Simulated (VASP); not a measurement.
Input of a VASP 6.6.1 run:

File INCAR:

```
PREC = Accurate
ENCUT = 520
EDIFF = 1E-6
ISMEAR = 0
SIGMA = 0.1
LREAL = F
LASPH = T
NELM = 100
ALGO = Normal
ISIF = 2
LWAVE = F
LCHARG = T
GGA = PE
LELF = T
LVHAR = T
NBANDS = 26
```

The input KPOINTS:

```
Automatic mesh
0
Gamma
  6 6 4
```

The input POSCAR:

```
KNbI2
1.0
    3.6383544064      0.0000000000      0.0000000000
    0.0000000000      3.6383544064      0.0000000000
    0.0000000000      0.0000000000      8.4462406098
K Nb I
1 1 2
Direct
    0.0000000000      0.0000000000      0.5000000000
    0.0000000000      0.0000000000      0.0000000000
    0.5000000000      0.5000000000      0.2015939825
    0.5000000000      0.5000000000      0.7984060175
```

Potentials or basis: VASP PAW PBE potentials, release 64 (K_sv, Nb_sv, I).

Command:

```sh
$ cat potpaw_PBE.64/K_sv/POTCAR potpaw_PBE.64/Nb_sv/POTCAR potpaw_PBE.64/I/POTCAR > POTCAR
$ mpirun -np 1 vasp_std > vasp.out
```

**Question.** Predict the pressure.

**Answer.** -0.1 GPa.

**Question.** Predict the band gap on the k mesh.

**Answer.** Zero (bands 18 and 19 overlap by 0.76 eV).

Stress tensor (GPa, compression positive):
```
-0.16  0.00  0.00
 0.00 -0.16  0.00
 0.00  0.00  0.03
```

Caveat: spin-orbit coupling is left out, which moves the levels of the heavy elements.
